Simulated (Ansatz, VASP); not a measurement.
# GaSb: VASP beside Ansatz

```
CELL_PARAMETERS angstrom
0.00000 3.06588 3.06588
3.06588 0.00000 3.06588
3.06588 3.06588 0.00000
ATOMIC_POSITIONS crystal
Ga 0.00000 0.00000 0.00000
Sb 0.25000 0.25000 0.25000
```

Alike in both runs: task single point; functional HSE06; k mesh 4 × 4 × 4; occupations fermi-dirac, width 0.02 eV; no spin polarisation.

|  | VASP | Ansatz |
| --- | --- | --- |
| version | VASP 6.6.1 | Ansatz 0.2.0 |
| potentials or method | VASP PAW PBE potentials, release 64 (Ga_d, Sb) | plane waves, PAW |
| plane-wave cutoff (eV) | 520 | 420 |
| valence electrons in the cell | 18 | 28 |

|  | VASP | Ansatz | Ansatz less VASP |
| --- | --- | --- | --- |
| gap on the k mesh at the Fermi level (eV) | 0.85 | 0.83 | -0.018 |
| pressure (GPa) | -0.1 | 0.4 | +0.50 |

With one functional, cell and mesh, what is left measures potentials, basis and numerics. VASP's potentials hold 18 valence electrons a cell and Ansatz's 28, so a difference there can come from the potentials and not from the codes. Ansatz's warnings: stress exchange threshold loose, stress scf threshold loose.

The k mesh is coarse, so the values compare programs but aren't converged. Neither program's run includes spin-orbit coupling.
